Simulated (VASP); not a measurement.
# ZnCu (R-3m) in VASP: further runs, part 2 of 2

VASP 6.6.1. Earlier steps stand in the parts before.

## 3. Single point, PBE (13.69 Å³/atom)

This run uses another cell than the first one, of 13.69 Å³/atom.

File INCAR:

```
PREC = Accurate
ENCUT = 520
EDIFF = 1E-6
ISMEAR = 0
SIGMA = 0.15
LREAL = F
LASPH = T
NELM = 60
ALGO = Fast
ISIF = 2
LWAVE = F
LCHARG = F
GGA = PE
NBANDS = 18
```

File KPOINTS:

```
Automatic mesh
0
Gamma
  16 16 16
```

File POSCAR:

```
ZnCu
1.0
    3.2478965093      0.9340855032      0.9340855032
    0.9340855032      3.2478965093      0.9340855032
    0.9340855032      0.9340855032      3.2478965093
Zn Cu
1 1
Direct
    0.5000000000      0.5000000000      0.5000000000
    0.0000000000      0.0000000000      0.0000000000
```

Potentials or basis: VASP PAW PBE potentials, release 64 (Zn, Cu).

On the command line:

```console
$ cat potpaw_PBE.64/Zn/POTCAR potpaw_PBE.64/Cu/POTCAR > POTCAR
$ mpirun -np 1 vasp_std > vasp.out
```

OUTCAR:

```text
PREC = Accurate
   ENCUT = 520
   EDIFF = 1E-6
   ISMEAR = 0
   LREAL = F
   LASPH = T
   NELM = 60
   ISIF = 2
   GGA = PE

 ion  position               nearest neighbor table
   1  0.500  0.500  0.500-   2 2.40   2 2.40   2 2.40   2 2.40   2 2.40   2 2.40
   2  0.000  0.000  0.000-   1 2.40   1 2.40   1 2.40   1 2.40   1 2.40   1 2.40

  LATTYP: Found a trigonal (rhomboedric) cell.
 ALAT       =     3.5062605707
 COS(alpha) =     0.5645208272

  Lattice vectors:

 A1 = (   3.2478965093,   0.9340855032,   0.9340855032)
 A2 = (   0.9340855032,   3.2478965093,   0.9340855032)
 A3 = (   0.9340855032,   0.9340855032,   3.2478965093)

Analysis of symmetry for initial positions (statically):
=====================================================================
 Subroutine PRICEL returns:
 Original cell was already a primitive cell.

 Routine SETGRP: Setting up the symmetry group for a
 trigonal (rhombohedral) supercell.

 Subroutine GETGRP returns: Found 12 space group operations
[... 163 lines left out ...]
  free energy    TOTEN  =        -4.17490398 eV

  energy without entropy =       -4.16693322  energy(sigma->0) =       -4.17091860

 E-fermi :   5.0559     XC(G=0): -11.9360

 val. band max:        5.0541479615   @ k =  -0.4375   0.3125   0.1250
 cond. band min:       5.0568270863   @ k =  -0.3750   0.4375   0.1875
 fundamental gap:      0.0026791247
 Fermi energy:         5.0558713013

 k-point     1 :       0.0000    0.0000    0.0000
  band No.  band energies     occupation
      1      -4.9089      2.00000
      2      -2.8033      2.00000
      3      -2.8033      2.00000
      4      -2.7583      2.00000
      5      -2.6116      2.00000
      6      -2.6116      2.00000
[... 481 lines left out ...]
      5      -2.6234      2.00000
      6      -2.5808      2.00000
[... 10 lines left out ...]
     17      19.2162      0.00000
     18      19.5470      0.00000

 [... further k-points ...]

------------------------ aborting loop because EDIFF is reached ----------------------------------------

  FORCE on cell =-STRESS in cart. coord.  units (eV):
  Direction    XX          YY          ZZ          XY          YZ          ZX
  --------------------------------------------------------------------------------------
  -------------------------------------------------------------------------------------
  Total        1.9360106      1.9360106      1.9360106      0.3376558      0.3376558      0.3376558
  in kB      113.2468905    113.2468905    113.2468905     19.7511695     19.7511695     19.7511695
  external PRESSURE =     113.2468905 kB  Pullay stress =       0.0000000 kB

 VOLUME and BASIS-vectors are now :
 -----------------------------------------------------------------------------
  energy-cutoff  :      520.00
  volume of cell :       27.39
      direct lattice vectors                 reciprocal lattice vectors
     3.247896509  0.934085503  0.934085503     0.353279153 -0.078908263 -0.078908263
     0.934085503  3.247896509  0.934085503    -0.078908263  0.353279153 -0.078908263
     0.934085503  0.934085503  3.247896509    -0.078908263 -0.078908263  0.353279153

 POSITION                                       TOTAL-FORCE (eV/Angst)
 -----------------------------------------------------------------------------------
      2.55803      2.55803      2.55803         0.000000      0.000000     -0.000000
      0.00000      0.00000      0.00000        -0.000000     -0.000000      0.000000
 -----------------------------------------------------------------------------------
    total drift:                                0.000000      0.000000      0.000000

  FREE ENERGIE OF THE ION-ELECTRON SYSTEM (eV)
  ---------------------------------------------------
  free  energy   TOTEN  =        -4.1749039751 eV

  energy  without entropy=       -4.1669332190  energy(sigma->0) =       -4.17091860
```

Run time: 3.8 min. Hardware: 1 thread of Oxide Virtual Turin-like, shared host; peak memory 0.29 GiB.

What came out:

```yaml
Free_energy: -4.1749 eV
Pressure: 11.3 GPa
Band_gap_on_the_k_mesh: zero (an odd number of electrons rules out a gap without spin polarisation)
```

Levels at points of the mesh, in eV from the Fermi level:
| k point | band 8 | band 9 | band 10 | band 11 | band 12 | band 13 | band 14 | band 15 |
| --- | --- | --- | --- | --- | --- | --- | --- | --- |
| (0.00, 0.00, 0.00) | -3.28 | -3.28 | -2.99 | -2.99 | 6.06 | 8.96 | 8.96 | 11.52 |
| (0.50, 0.00, 0.00) | -4.00 | -3.79 | -3.27 | -3.08 | -2.07 | 8.11 | 8.13 | 8.99 |
| (0.50, 0.50, 0.00) | -3.07 | -3.05 | -3.04 | -2.91 | -0.31 | 1.68 | 3.32 | 6.00 |
| (0.50, 0.50, 0.50) | -3.76 | -3.76 | -3.22 | -3.22 | -2.64 | 9.91 | 9.91 | 10.28 |

Caveat: the cell stands under pressure.

## 4. Single point, PBE (13.69 Å³/atom)

This run uses another cell than the first one, of 13.69 Å³/atom.

File INCAR:

```
SYSTEM = ZnCu
  PREC = Accurate
  ENCUT = 520
  EDIFF = 1E-7
  ISMEAR = 0
  SIGMA = 0.15
  LREAL = .False.
  LASPH = .True.
  NELM = 100
  ALGO = Fast
  ISIF = 2
  LWAVE = .False.
  LCHARG = .False.
  GGA = PE
  NBANDS = 18
```

File KPOINTS:

```
Automatic mesh
0
Gamma
  16 16 16
  0 0 0
```

File POSCAR:

```
ZnCu
1.0
    3.0649945528     -0.3755980228     -0.3755980228
   -0.3755980228      3.0649945528     -0.3755980228
   -0.3755980228     -0.3755980228      3.0649945528
Zn Cu
1 1
Direct
    0.5000000000      0.5000000000      0.5000000000
    0.0000000000      0.0000000000      0.0000000000
```

On the command line:

```console
$ cat potpaw_PBE.64/Zn/POTCAR potpaw_PBE.64/Cu/POTCAR > POTCAR
$ mpirun -np 1 vasp_std > vasp.out
```

It took 4.4 min on 1 thread of Oxide Virtual Turin-like, shared host; peak memory 0.28 GiB.

It converged, with:

```yaml
Free_energy: -2.6675 eV
Pressure: 33.5 GPa
Band_gap_on_the_k_mesh: zero (an odd number of electrons rules out a gap without spin polarisation)
```

Stress tensor (GPa, compression positive):
```
33.50 43.66 43.66
43.66 33.50 43.66
43.66 43.66 33.50
```

Levels at points of the mesh, in eV from the Fermi level:
```tsv
k point	band 8	band 9	band 10	band 11	band 12	band 13	band 14	band 15
(0.00, 0.00, 0.00)	-3.30	-2.84	-2.84	-2.83	5.34	8.24	8.24	11.99
(0.50, 0.00, 0.00)	-4.04	-3.80	-3.13	-3.00	-2.19	8.54	8.56	9.33
(0.50, 0.50, 0.00)	-3.03	-2.96	-2.89	-2.65	-0.67	0.87	5.64	8.45
(0.50, 0.50, 0.50)	-4.39	-2.76	-2.76	0.66	2.21	3.09	3.09	3.40
```

Caveat: the cell stands under pressure.

## 5. Single point, PBE (13.70 Å³/atom)

This run uses another cell than the first one, of 13.70 Å³/atom.

File INCAR:

```
SYSTEM = ZnCu
  PREC = Accurate
  ENCUT = 520
  EDIFF = 1E-6
  ISMEAR = 0
  SIGMA = 0.15
  LREAL = .False.
  LASPH = .True.
  NELM = 80
  ALGO = Fast
  ISIF = 2
  LWAVE = .False.
  LCHARG = .True.
  GGA = PE
  LELF = .True.
  LVHAR = .True.
  NBANDS = 18
```

KPOINTS is that of step 4.

File POSCAR:

```
ZnCu
1.0
    3.0696654579      0.4287143900      0.4287143900
    0.4287143900      3.0696654579      0.4287143900
    0.4287143900      0.4287143900      3.0696654579
Zn Cu
1 1
Direct
    0.5000000000      0.5000000000      0.5000000000
    0.0000000000      0.0000000000      0.0000000000
```

On the command line:

```console
$ cat potpaw_PBE.64/Zn/POTCAR potpaw_PBE.64/Cu/POTCAR > POTCAR
$ mpirun -np 1 vasp_std > vasp.out
```

Run time: 4.6 min. Hardware: 1 thread of Oxide Virtual Turin-like, shared host; peak memory 0.28 GiB.

It converged, with:

```
Free energy            : -4.4150 eV
Pressure               : 6.4 GPa
Band gap on the k mesh : zero (an odd number of electrons rules out a gap without spin polarisation)
```

Stress tensor (GPa, compression positive):
```
 6.42 -5.16 -5.16
-5.16  6.42 -5.16
-5.16 -5.16  6.42
```

Levels at points of the mesh, in eV from the Fermi level:
```csv
k point,band 7,band 8,band 9,band 10,band 11,band 12,band 13,band 14,band 15,band 16
"(0.00, 0.00, 0.00)",-3.49,-3.49,-3.09,-2.98,-2.98,6.11,6.11,8.27,11.63,11.63
"(0.50, 0.00, 0.00)",-5.06,-3.92,-3.42,-3.40,-3.17,-2.33,9.30,9.37,9.70,9.91
"(0.50, 0.50, 0.00)",-3.57,-3.04,-3.03,-2.90,-2.85,-0.11,0.21,4.43,5.82,10.87
"(0.50, 0.50, 0.50)",-4.13,-4.13,-2.92,-2.92,-1.91,-0.46,6.38,6.38,6.45,6.45
```

Caveat: the cell stands under pressure.

## 6. Overview

```csv
cell,further INCAR settings,gap on the mesh (eV),pressure (GPa)
"a = 2.990 Å, angles 82.0°, 2 atoms",ALGO = Fast; EDIFF = 1e-07; NBANDS = 18,none,5.3
"a = 3.506 Å, angles 55.6°, 2 atoms",ALGO = Fast; EDIFF = 1e-06; NBANDS = 18,none,11.3
"a = 3.111 Å, angles 102.9°, 2 atoms",ALGO = Fast; EDIFF = 1e-07; NBANDS = 18,none,33.5
"a = 3.129 Å, angles 73.3°, 2 atoms",ALGO = Fast; EDIFF = 1e-06; NBANDS = 18,none,6.4
```

Alike in all rows: task single point; level PBE; potentials or basis VASP PAW PBE potentials, release 64 (Zn, Cu); no spin polarisation; k mesh 16 × 16 × 16; cutoff (eV) 520; smearing gaussian 0.15 eV.

Caveats: the cell stands under pressure.

Absolute energies hang on the potentials; compare differences alone.
